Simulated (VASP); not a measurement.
A run of VASP 6.6.1 is set up as follows.

The input INCAR:

```
PREC = Accurate
ENCUT = 520
EDIFF = 1E-6
ISMEAR = -1
SIGMA = 0.02
LREAL = F
LASPH = T
NELM = 80
ALGO = Normal
ISIF = 2
LWAVE = F
LCHARG = T
GGA = PE
LELF = T
LVHAR = T
NBANDS = 16
```

Contents of KPOINTS:

```
regular mesh
0
Gamma
  6 6 6
```

File POSCAR:

```
HgTe
1.0
   -0.0471445964      3.2420132908      3.2420132908
    3.2420132908     -0.0471445964      3.2420132908
    3.2420132908      3.2420132908     -0.0471445964
Hg Te
1 1
Direct
   -0.0016857193     -0.0016857193     -0.0016857193
    0.2516857193      0.2516857193      0.2516857193
```

Potentials or basis: VASP PAW PBE potentials, release 64 (Hg, Te).

The run is started by

```sh
$ cat potpaw_PBE.64/Hg/POTCAR potpaw_PBE.64/Te/POTCAR > POTCAR
$ mpirun -np 1 vasp_std > vasp.out
```

What does it give for the band gap on the k mesh?

0.09 eV.

Predict the pressure.

2.3 GPa.

Stress tensor (GPa, compression positive):
```
2.26 0.25 0.25
0.25 2.26 0.25
0.25 0.25 2.26
```

Caveat: the cell differs from its parent crystal (strain along [111] -2.1%); spin-orbit coupling is left out, which moves the levels of the heavy elements. A k mesh can miss the band edges.
